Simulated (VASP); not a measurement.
# TiO2 (I-42d) in VASP: a series of runs

Runs on TiO2. Level: PBE. Tasks: relaxation of cell and atoms, single point.

All numbers are computed with VASP 6.6.1; they aren't measurements. Logs are shortened: lines on timing, memory, paths and dates and some standing lists are left out, and cuts for length are marked.

## (1) The cell of the first run

Symmetry: I-42d, No. 122, tetragonal system. Conventional cell: a = 5.931 Å, b = 5.931 Å, c = 8.405 Å, α = 90.00°, β = 90.00°, γ = 90.00°. Ti (site symmetry -4) has 4 O at 1.82 Å within 2.4 Å. O (site symmetry 2) has 2 Ti at 1.82 Å within 2.4 Å.

## (2) Relaxation of cell and atoms, PBE

The input, INCAR:

```
ALGO     = Normal         # electronic algorithm
EDIFF    = 1E-7           # SCF threshold, eV
EDIFFG   = -0.01          # ionic threshold
ENCUT    = 600            # plane-wave cutoff, eV
GGA      = PE             # functional
IBRION   = 2              # ionic algorithm
ISIF     = 3              # what is computed and relaxed
ISMEAR   = 0              # smearing method
LASPH    = T              # aspherical terms in the spheres
LCHARG   = F              # write CHGCAR
LREAL    = F              # projectors in reciprocal space
LWAVE    = F              # write WAVECAR
NELM     = 60             # most SCF steps
NSW      = 80             # ionic steps
PREC     = Accurate       # precision mode
SIGMA    = 0.02           # smearing width, eV
```

The input, KPOINTS:

```
k-points
0
Gamma
  6 6 6
```

The input, POSCAR:

```
TiO2
1.0
   -2.9654130727      2.9654130727      4.2024999322
    2.9654130727     -2.9654130727      4.2024999322
    2.9654130727      2.9654130727     -4.2024999322
Ti O
2 4
Direct
    0.0000000000      0.0000000000      0.0000000000
    0.7500000000      0.2500000000      0.5000000000
    0.3750000000      0.1269062642      0.2519062642
    0.8769062642      0.6250000000      0.7519062642
    0.8730937358      0.1250000000      0.2480937358
    0.8750000000      0.1230937358      0.7480937358
```

Potentials or basis: VASP PAW PBE potentials, release 64 (Ti_sv, O).

Command:

```
$ cat potpaw_PBE.64/Ti_sv/POTCAR potpaw_PBE.64/O/POTCAR > POTCAR
$ mpirun -np 1 vasp_std > vasp.out
```

OUTCAR:

```text
EDIFF = 1E-7
   EDIFFG = -0.01
   ENCUT = 600
   GGA = PE
   IBRION = 2
   ISIF = 3
   ISMEAR = 0
   LASPH = T
   LREAL = F
   NELM = 60
   NSW = 80
   PREC = Accurate

 ion  position               nearest neighbor table
   1  0.000  0.000  0.000-   3 1.82   6 1.82   5 1.82   4 1.82
   2  0.750  0.250  0.500-   4 1.82   5 1.82   3 1.82   6 1.82
   3  0.375  0.127  0.252-   1 1.82   2 1.82
   4  0.877  0.625  0.752-   2 1.82   1 1.82
   5  0.873  0.125  0.248-   2 1.82   1 1.82
   6  0.875  0.123  0.748-   1 1.82   2 1.82

  LATTYP: Found a body centered tetragonal cell.
 ALAT       =     5.9308261454
 C/A-ratio  =     1.4171718507

  Lattice vectors:

 A1 = (  -2.9654130727,   2.9654130727,   4.2024999322)
 A2 = (   2.9654130727,  -2.9654130727,   4.2024999322)
 A3 = (   2.9654130727,   2.9654130727,  -4.2024999322)

Analysis of symmetry for initial positions (statically):
=====================================================================
 Subroutine PRICEL returns:
 Original cell was already a primitive cell.

 Routine SETGRP: Setting up the symmetry group for a
 body centered tetragonal supercell.

 Subroutine GETGRP returns: Found  8 space group operations
 (whereof  4 operations were pure point group operations)
 out of a pool of 16 trial point group operations.

The static configuration has the point symmetry S_4 .
 The point group associated with its full space group is D_2d.

Analysis of symmetry for dynamics (positions and initial velocities):
=====================================================================
 Subroutine PRICEL returns:
 Original cell was already a primitive cell.

 Routine SETGRP: Setting up the symmetry group for a
 body centered tetragonal supercell.

 Subroutine GETGRP returns: Found  8 space group operations
 (whereof  4 operations were pure point group operations)
 out of a pool of 16 trial point group operations.

The dynamic configuration has the point symmetry S_4 .
 The point group associated with its full space group is D_2d.

 Subroutine INISYM returns: Found  8 space group operations
 (whereof  4 operations are pure point group operations),
 and found     1 'primitive' translations

----------------------------------------------------------------------------------------

                                     Primitive cell

  volume of cell :     147.8217

  direct lattice vectors                    reciprocal lattice vectors
    -2.965413073  2.965413073  4.202499932     0.000000000  0.168610574  0.118976801
     2.965413073 -2.965413073  4.202499932     0.168610574  0.000000000  0.118976801
     2.965413073  2.965413073 -4.202499932     0.168610574  0.168610574  0.000000000

  length of vectors
     5.937032513  5.937032513  5.937032513     0.206361345  0.206361345  0.238451360

  position of ions in fractional coordinates (direct lattice)
     0.000000000  0.000000000  0.000000000
     0.750000000  0.250000000  0.500000000
     0.375000000  0.126906264  0.251906264
     0.876906264  0.625000000  0.751906264
     0.873093736  0.125000000  0.248093736
     0.875000000  0.123093736  0.748093736

  ion indices of the primitive-cell ions
   primitive index   ion index
                 1           1
                 2           2
                 3           3
                 4           4
                 5           5
                 6           6

----------------------------------------------------------------------------------------

 KPOINTS: k-points

Automatic generation of k-mesh.
 Grid dimensions read from file:
 generate k-points for:    6    6    6

 Generating k-lattice:

  Cartesian coordinates                     Fractional coordinates (reciprocal lattice)
     0.000000000  0.028101762  0.019829467     0.166666667 -0.000000000  0.000000000
     0.028101762  0.000000000  0.019829467    -0.000000000  0.166666667  0.000000000
     0.028101762  0.028101762  0.000000000     0.000000000  0.000000000  0.166666667

  Length of vectors
     0.034393558  0.034393558  0.039741893

  Shift w.r.t. Gamma in fractional coordinates (k-lattice)
     0.000000000  0.000000000  0.000000000

 Subroutine IBZKPT returns following result:
 ===========================================

 Found     30 irreducible k-points:

 Following reciprocal coordinates:
            Coordinates               Weight
  0.000000  0.000000  0.000000      1.000000
  0.166667 -0.000000  0.000000      8.000000
  0.333333 -0.000000  0.000000      8.000000
  0.500000 -0.000000  0.000000      4.000000
  0.166667  0.166667  0.000000      8.000000
  0.333333  0.166667  0.000000     16.000000
[... 16 lines left out ...]
 -0.333333 -0.333333  0.166667      8.000000
 -0.166667 -0.333333  0.166667      8.000000
 [... further k-points ...]
   k-points           NKPTS =     30   k-points in BZ     NKDIM =     30   number of bands    NBANDS=     28
   number of dos      NEDOS =    301   number of ions     NIONS =      6
   total plane-waves  NPLWV = 110592
   dimension x,y,z NGX =    48 NGY =   48 NGZ =   48
   dimension x,y,z NGXF=    96 NGYF=   96 NGZF=   96
   ions per type =               2   4
   NGX,Y,Z   is equivalent  to a cutoff of  13.44, 13.44, 13.44 a.u.
   NGXF,Y,Z  is equivalent  to a cutoff of  26.88, 26.88, 26.88 a.u.
 SYSTEM =  unknown system
   PREC   = accura    normal or accurate (medium, high low for compatibility)
   ISTART =      0    job   : 0-new  1-cont  2-samecut
   ICHARG =      2    charge: 1-file 2-atom 10-const
   ISPIN  =      1    spin polarized calculation?
   LNONCOLLINEAR =      F non collinear calculations
   LSORBIT =      F    spin-orbit coupling
   LASPH  =      T    aspherical Exc in radial PAW
   ENCUT  =  600.0 eV  44.10 Ry    6.64 a.u.  11.86 11.86 11.86*2*pi/ulx,y,z
   NELM   =     60;   NELMIN=  2; NELMDL= -5     # of ELM steps
   EDIFF  = 0.1E-06   stopping-criterion for ELM
   LREAL  =      F    real-space projection
   EDIFFG = -.1E-01   stopping-criterion for IOM
   NSW    =     80    number of steps for IOM
   IBRION =      2    ionic relax: 0-MD 1-quasi-New 2-CG
   NFREE  =      1    steps in history (QN), initial steepest desc. (CG)
   ISIF   =      3    stress and relaxation
   ISYM   =      2    0-nonsym 1-usesym 2-fastsym
   POTIM  = 0.5000    time-step for ionic-motion
   TEBEG  =    0.0;   TEEND  =   0.0 temperature during run
   PSTRESS=    0.0 pullay stress
   NELECT =      48.0000    total number of electrons
   NUPDOWN=      -1.0000    fix difference up-down
   EMIN   =  10.00;   EMAX   =-10.00  energy-range for DOS
   EFERMI =   0.00;   METHOD = LEGACY
   ISMEAR =     0;   SIGMA  =   0.02  broadening in eV -4-tet -1-fermi 0-gaus
   EFERMI_NEDOS =   21; number of points for ismear=-14 and -15
   IALGO  =     38    algorithm
   IMIX   =      4    mixing-type and parameters
     AMIX     =   0.40;   BMIX     =  1.00
     AMIX_MAG =   1.60;   BMIX_MAG =  1.00
  volume/ion in A,a.u.               =      24.64       166.26
  Fermi-wavevector in a.u.,A,eV,Ry     =   1.125233  2.126382 17.227014  1.266150
  Thomas-Fermi vector in A             =   2.261909
   LORBIT       =      0    0 simple, 1 ext, 2 COOP (PROOUT), +10 PAW based schemes
   GGA     = PE    functional components
   LHFCALC =     F    Hartree Fock is set to
   AEXX    =    0.0000 exact exchange contribution
   IVDW    =     0    specifies the selected vdW correction
   LEPSILON=     F    determine dielectric tensor
   LRPA    =     F    only Hartree local field effects (RPA)
 conjugate gradient relaxation of ions
 non-spin polarized calculation
 Gauss-broadening in eV      SIGMA  =   0.02
  energy-cutoff  :      600.00
  volume of cell :      147.82
 maximum number of plane-waves:      4957
   NGX = 23   NGY = 23   NGZ = 23

--------------------------------------- Ionic step        1  -------------------------------------------

 number of electron      48.0000005 magnetization

 Free energy of the ion-electron system (eV)
  ---------------------------------------------------
  ext. energy  EPLUGINS =         0.00000000
  ---------------------------------------------------
  free energy    TOTEN  =       -53.72193285 eV

  energy without entropy =      -53.72193285  energy(sigma->0) =      -53.72193285

------------------------ aborting loop because EDIFF is reached ----------------------------------------

  FORCE on cell =-STRESS in cart. coord.  units (eV):
  Direction    XX          YY          ZZ          XY          YZ          ZX
  --------------------------------------------------------------------------------------
  -------------------------------------------------------------------------------------
  Total        0.2210205      0.2210205      0.1762902      0.0000000      0.0000000      0.0000000
  in kB        2.3955485      2.3955485      1.9107356      0.0000000      0.0000000      0.0000000
  external PRESSURE =       2.2339442 kB  Pullay stress =       0.0000000 kB
[... 65 lines left out ...]
  energy  without entropy=      -53.7219399907  energy(sigma->0) =      -53.72193999

--------------------------------------- Ionic step        3  -------------------------------------------

 number of electron      48.0000006 magnetization

 Free energy of the ion-electron system (eV)
  ---------------------------------------------------
  ext. energy  EPLUGINS =         0.00000000
  ---------------------------------------------------
  free energy    TOTEN  =       -53.72219384 eV

  energy without entropy =      -53.72219384  energy(sigma->0) =      -53.72219384

 E-fermi :  -2.4163     XC(G=0):  -6.5053

 val. band max:       -2.5176021507   @ k =   0.5000  -0.0000   0.0000
 cond. band min:       0.7185181711   @ k =   0.0000   0.0000   0.0000
 fundamental gap:      3.2361203218
 Fermi energy:        -2.4162685670

 k-point     1 :       0.0000    0.0000    0.0000
  band No.  band energies     occupation
      1     -57.9998      2.00000
      2     -57.9913      2.00000
      3     -34.3915      2.00000
      4     -34.3914      2.00000
      5     -34.3914      2.00000
      6     -34.2907      2.00000
[... 733 lines left out ...]
     27       1.8539      0.00000
     28       2.2429      0.00000

 [... further k-points ...]

------------------------ aborting loop because EDIFF is reached ----------------------------------------

  FORCE on cell =-STRESS in cart. coord.  units (eV):
  Direction    XX          YY          ZZ          XY          YZ          ZX
  --------------------------------------------------------------------------------------
  -------------------------------------------------------------------------------------
  Total        0.0099590      0.0099590     -0.0317231      0.0000000     -0.0000000      0.0000000
  in kB        0.1076712      0.1076712     -0.3429728      0.0000000     -0.0000000      0.0000000
  external PRESSURE =      -0.0425434 kB  Pullay stress =       0.0000000 kB
[... 21 lines left out ...]
  FREE ENERGIE OF THE ION-ELECTRON SYSTEM (eV)
  ---------------------------------------------------
  free  energy   TOTEN  =       -53.7221938402 eV

  energy  without entropy=      -53.7221938402  energy(sigma->0) =      -53.72219384

 reached required accuracy - stopping structural energy minimisation
```

Run time: 4.1 min. Hardware: 1 thread of Intel Xeon Platinum 8488C (Sapphire Rapids), shared host; peak memory 0.4 GiB.

Results:

- Free energy: -53.7222 eV
- Relaxed volume: 24.70 Å³/atom
- Relaxed cell: a = 5.942 Å, b = 5.942 Å, c = 5.942 Å, α = 120.06°, β = 120.06°, γ = 89.89°
- Space group after relaxing (to 0.05 Å): Fd-3m (No. 227)
- Energy gained by relaxing: 0.0 meV/atom
- Ionic steps: 3
- Pressure after relaxing: 0.0 GPa
- Band gap on the k mesh: 3.24 eV, indirect (the least direct gap lies 2.0 meV higher)

Step by step:
| step | energy change (eV) | largest force (eV/Å) | pressure (GPa) | volume (Å³) |
| --- | --- | --- | --- | --- |
| 1 | 0.0000 | 0.0006 | 0.22 | 147.82 |
| 2 | 0.0000 | 0.0017 | -0.23 | 148.56 |
| 3 | -0.0003 | 0.0012 | 0.00 | 148.19 |

Final structure:
```yaml
crystal:
  lattice:
    - [-2.96807, 2.96807, 4.20551]
    - [2.96807, -2.96807, 4.20551]
    - [2.96807, 2.96807, -4.20551]
  atoms:
    - { symbol: Ti, position: [0.00000, 0.00000, 0.00000] }
    - { symbol: Ti, position: [0.75000, 0.25000, 0.50000] }
    - { symbol: O, position: [0.37500, 0.12690, 0.25190] }
    - { symbol: O, position: [0.87690, 0.62500, 0.75190] }
    - { symbol: O, position: [0.87310, 0.12500, 0.24810] }
    - { symbol: O, position: [0.87500, 0.12310, 0.74810] }
```

A k mesh can miss the band edges. As with any semilocal functional, this PBE gap is likely too small.

(Continued in part 2 of 2.)
